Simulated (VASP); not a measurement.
# CdS (Greenockite): electric field gradients with PBEsol

The system is CdS (Greenockite).

```
CELL_PARAMETERS angstrom
4.15000 0.00000 0.00000
-2.07500 3.59401 0.00000
0.00000 0.00000 6.73700
ATOMIC_POSITIONS crystal
Cd 0.33333 0.66667 0.99897
Cd 0.66667 0.33333 0.49897
S 0.33333 0.66667 0.37603
S 0.66667 0.33333 0.87603
```

```json
{
  "Program": "VASP 6.6.1",
  "Task": "electric field gradients",
  "Functional": "PBEsol",
  "Potentials or basis": "VASP PAW PBE potentials, release 64 (Cd, S)",
  "Cutoff": "520 eV",
  "k mesh": "12 × 12 × 7",
  "Occupations": "fermi-dirac, width 0.02 eV",
  "Spin": "no spin polarisation",
  "Dipole correction": "no",
  "Further INCAR settings": "ALGO = Normal; EDIFF = 1e-08; NBANDS = 26"
}
```

```
Pressure               : -0.6 GPa
Band gap on the k mesh : 1.06 eV, direct
```

Stress tensor (GPa, compression positive):
```
-0.64  0.00  0.00
 0.00 -0.64  0.00
 0.00  0.00 -0.52
```

Levels at points of the mesh, in eV from the valence-band top:
```tsv
k point	band 16	band 17	band 18	band 19	band 20	band 21
(0.00, 0.00, 0.00)	-0.04	0.00	0.00	1.06	2.65	6.37
(0.50, 0.00, 0.00)	-1.88	-1.30	-0.76	3.61	3.75	4.99
```

Electric field gradients, principal values (V/Å²):
| atom | least | middle | greatest (by size) |
| --- | --- | --- | --- |
| 1 Cd | -1.620 | -1.621 | 3.241 |
| 2 Cd | -1.620 | -1.621 | 3.241 |
| 3 S | 0.329 | 0.330 | -0.659 |
| 4 S | 0.329 | 0.330 | -0.659 |

Run time: 110 s on 1 thread of Intel(R) Xeon(R) Platinum 8488C (Sapphire Rapids), with other jobs on the host, peak memory 0.32 GiB.

Caveat: without QUAD_EFG the Cq values of the log hold for a quadrupole moment of 1 mb, not for the nuclei; the PAW data sets were made with another functional, which shifts forces and pressure a little. A hybrid or GW would open this gap; PBEsol tends to underestimate it.
